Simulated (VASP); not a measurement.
A run of VASP 6.6.1 is set up as follows.

The input INCAR:

```
SYSTEM = N
PREC = Accurate
ENCUT = 520
EDIFF = 1E-6
ISMEAR = 0
SIGMA = 0.01
LREAL = .False.
LASPH = .True.
NELM = 80
ALGO = Normal
ISIF = 2
LWAVE = .False.
LCHARG = .True.
GGA = PS
LELF = .True.
LVHAR = .True.
NBANDS = 18
```

KPOINTS

```
regular mesh
0
Gamma
  5 5 3
  0 0 0
```

Contents of POSCAR:

```
N
1.0
    4.0234192247      0.0000000000      0.0000000000
   -2.0117091296      3.4843826393      0.0000000000
    0.0000000000      0.0000000000      6.7642224905
N
4
Direct
    0.3333333333      0.6666666667      0.3289300000
    0.3333333333      0.6666666667      0.1710700000
    0.6666666667      0.3333333333      0.8289300000
    0.6666666667      0.3333333333      0.6710700000
```

Potentials or basis: VASP PAW PBE potentials, release 64 (N).

Launch:

```bash
$ cat potpaw_PBE.64/N/POTCAR > POTCAR
$ mpirun -np 1 vasp_std > vasp.out
```

Task: Predict the largest force.

Result: 7.931 eV/Å.

Task: Estimate the pressure.

Result: 9.6 GPa.

Stress tensor (GPa, compression positive):
```
 0.09  0.00  0.00
 0.00  0.09  0.00
 0.00  0.00 28.66
```

Caveat: the standard files for N, O and F lose accuracy on very short bonds; the PAW data sets were made with another functional, which shifts forces and pressure a little.
